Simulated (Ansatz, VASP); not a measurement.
## Two plane-wave programs on AlNi3

```
Al Ni
1.0
     3.56662    0.00000    0.00000
     0.00000    3.56662    0.00000
     0.00000    0.00000    3.56662
Al Ni
1 3
Direct
  0.00000 0.00000 0.00000
  0.00000 0.50000 0.50000
  0.50000 0.00000 0.50000
  0.50000 0.50000 0.00000
```

Alike in both runs: functional PBE; k mesh 12 × 12 × 12; occupations gaussian, width 0.1 eV; collinear spin.

Ansatz relaxed the structure, and its values are those at the end. VASP's run is a single point on that final structure, the one shown.

|  | VASP | Ansatz |
| --- | --- | --- |
| version | VASP 6.6.1 | Ansatz 0.2.0 |
| potentials or method | VASP PAW PBE potentials, release 64 (Al, Ni), cutoff 520 eV | scalar-relativistic, plane waves, PAW |
| valence electrons in the cell | 33 | 57 |

|  | VASP | Ansatz | Ansatz less VASP |
| --- | --- | --- | --- |
| gap on the k mesh at the Fermi level (eV) | none | none | - |
| pressure (GPa) | 0.0 | 0.0 | -0.02 |
| net moment per atom (μB) | 0.18 | 0.19 | +0.008 |
| size of the moment on the site where the two differ most (μB) | 0.25 | 0.28 | +0.022 |

Site moments also hang on the region over which each program counts them. A gap of «none» marks a metal or a gap that the smearing closes. With one functional, cell and mesh, what is left measures potentials, basis and numerics. VASP's potentials hold 33 valence electrons a cell and Ansatz's 57, so a difference there can come from the potentials and not from the codes.
